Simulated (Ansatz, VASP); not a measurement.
## Ge: VASP beside Ansatz

```
Ge
1.0
     4.05040    0.00000    0.00000
    -2.02520    3.50775    0.00000
     0.00000    0.00000   10.99336
Ge
4
Direct
  0.00000 0.00000 0.99564
  0.00000 0.00000 0.47745
  0.33333 0.66667 0.91485
  0.66667 0.33333 0.41485
```

Alike in both runs: task single point; functional PBEsol; k mesh 6 × 6 × 2; occupations fermi-dirac, width 0.05 eV; no spin polarisation.

|  | VASP | Ansatz |
| --- | --- | --- |
| version | VASP 6.6.1 | Ansatz 0.2.0 |
| potentials or method | VASP PAW PBE potentials, release 64 (Ge_d) | plane waves, PAW |
| plane-wave cutoff (eV) | 520 | 420 |
| valence electrons in the cell | 56 | 56 |

VASP gave:

```
rms of the force components (eV/Å) : 0.340
```

Which values does Ansatz return?

rms of the force components (eV/Å): 0.337.

VASP's potentials were made for PBE, not for PBEsol. Atom by atom the forces differ by 0.003 eV/Å (rms over components). With one functional, cell and mesh, what is left measures potentials, basis and numerics.
